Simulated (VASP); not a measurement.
LiSi16 (a cell with a defect): single point with PBE

The system is LiSi16 (a cell with a defect).

```
CELL_PARAMETERS angstrom
0.00000 5.43000 5.43000
5.43000 0.00000 5.43000
5.43000 5.43000 0.00000
ATOMIC_POSITIONS crystal
Si 0.00626 0.98689 0.00694
Si 0.12708 0.12000 0.14025
Si 0.98269 0.00880 0.50827
Si 0.12741 0.12054 0.62001
Si 0.00596 0.50812 0.00759
Si 0.15070 0.61925 0.11873
Si 0.00626 0.50747 0.48637
Si 0.12708 0.64078 0.61947
Si 0.50081 0.99826 0.00160
Si 0.63218 0.11939 0.12306
Si 0.50145 0.99764 0.49710
Si 0.61143 0.12917 0.62864
Si 0.52191 0.49256 0.99203
Si 0.63166 0.62418 0.12365
Si 0.50081 0.50213 0.49773
Si 0.63218 0.62359 0.61886
Li 0.05771 0.31756 0.81703
```

| Item | Value |
| --- | --- |
| Program | VASP 6.6.1 |
| Task | single point |
| Functional | PBE |
| Potentials or basis | VASP PAW PBE potentials, release 64 (Si, Li_sv) |
| Cutoff | 520 eV |
| k mesh | 2 × 2 × 2 |
| Occupations | gaussian, width 0.05 eV |
| Spin | collinear spin, zero start |
| Starting moments | [0.0, 0.0, 0.0, 0.0, 0.0, 0.0, 0.0, 0.0, 0.0, 0.0, 0.0, 0.0, 0.0, 0.0, 0.0, 0.0, 0.0] μB |
| Dipole correction | no |
| Further INCAR settings | LREAL = Auto; ALGO = Normal; EDIFF = 1e-06; NBANDS = 52 |

```
Largest force                                         : 0.108 eV/Å
Net moment                                            : 0.00 μB per cell
Valence electrons inside the program's atomic spheres : Si 1.70, 1.71, 1.69 (each value once); Li 2.16
```

Forces in eV/Å, atoms in the order of the input:
```
Si  -0.041  0.028 -0.025
Si   0.011 -0.004 -0.002
Si   0.005 -0.020 -0.020
Si  -0.034 -0.026 -0.026
Si  -0.031 -0.007 -0.007
Si  -0.017  0.035  0.035
Si  -0.041 -0.025  0.028
Si   0.011 -0.002 -0.004
Si   0.024  0.010 -0.005
Si   0.008  0.023  0.011
Si   0.022  0.005  0.005
Si   0.036 -0.018 -0.018
Si  -0.022  0.030  0.030
Si   0.009  0.039  0.039
Si   0.024 -0.005  0.010
Si   0.008  0.011  0.023
Li   0.029 -0.073 -0.073
```

Levels at points of the mesh, in eV from the Fermi level:
Spin up:
```tsv
k point	band 30	band 31	band 32	band 33	band 34	band 35	band 36	band 37
(0.00, 0.00, 0.00)	-1.72	-0.71	-0.67	-0.67	-0.44	-0.08	-0.08	0.00
(0.50, 0.00, 0.00)	-1.48	-1.47	-1.41	-1.41	0.59	0.60	0.66	0.94
(0.00, 0.50, 0.00)	-1.51	-1.49	-1.46	-1.42	0.36	0.58	0.74	0.76
(0.50, 0.50, 0.50)	-1.51	-1.49	-1.46	-1.42	0.35	0.58	0.75	0.76
(0.50, 0.50, 0.00)	-2.09	-2.09	-2.01	-1.95	0.25	0.41	1.51	1.58
(0.00, 0.50, 0.50)	-2.09	-2.08	-2.01	-1.95	0.25	0.41	1.51	1.58
```
Spin down:
| k point | band 31 | band 32 | band 33 | band 34 | band 35 | band 36 |
| --- | --- | --- | --- | --- | --- | --- |
| (0.00, 0.00, 0.00) | -0.71 | -0.67 | -0.67 | -0.44 | -0.08 | -0.08 |
| (0.50, 0.00, 0.00) | -1.47 | -1.41 | -1.41 | 0.59 | 0.60 | 0.66 |
| (0.00, 0.50, 0.00) | -1.49 | -1.46 | -1.42 | 0.36 | 0.58 | 0.74 |
| (0.50, 0.50, 0.50) | -1.49 | -1.46 | -1.42 | 0.35 | 0.58 | 0.75 |
| (0.50, 0.50, 0.00) | -2.09 | -2.01 | -1.95 | 0.25 | 0.41 | 1.51 |
| (0.00, 0.50, 0.50) | -2.08 | -2.01 | -1.95 | 0.25 | 0.41 | 1.51 |

It took 3.8 min on 1 thread of Intel(R) Xeon(R) 6975P-C (Granite Rapids), with other jobs on the host, peak memory 0.68 GiB.

Caveat: the k points lie up to 0.50 Å⁻¹ apart; no moment was typed at the start, so none could form.
